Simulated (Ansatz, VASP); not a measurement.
# One calculation of MgB2, two programs

```
CELL_PARAMETERS angstrom
3.12560 0.00000 0.00000
-1.56280 2.70685 0.00000
0.00000 0.00000 3.56936
ATOMIC_POSITIONS crystal
Mg 0.00000 0.00000 0.00000
B 0.33333 0.66667 0.50000
B 0.66667 0.33333 0.50000
```

Change from the starting cell: volume scaled by 1.04.

Alike in both runs: task single point; functional PBE; k mesh 12 × 12 × 9; occupations fermi-dirac, width 0.05 eV; no spin polarisation.

|  | VASP | Ansatz |
| --- | --- | --- |
| version | VASP 6.6.1 | Ansatz 0.2.0 |
| potentials or method | VASP PAW PBE potentials, release 64 (Mg, B), cutoff 520 eV | all-electron LAPW, scalar-relativistic |

|  | VASP | Ansatz | Ansatz less VASP |
| --- | --- | --- | --- |
| pressure (GPa) | -6.7 | -6.5 | +0.23 |
| traceless stress, the component that is largest in VASP (GPa) | 1.78 | 1.93 | +0.146 |

Ansatz ran all-electron here, and VASP with PAW potentials.
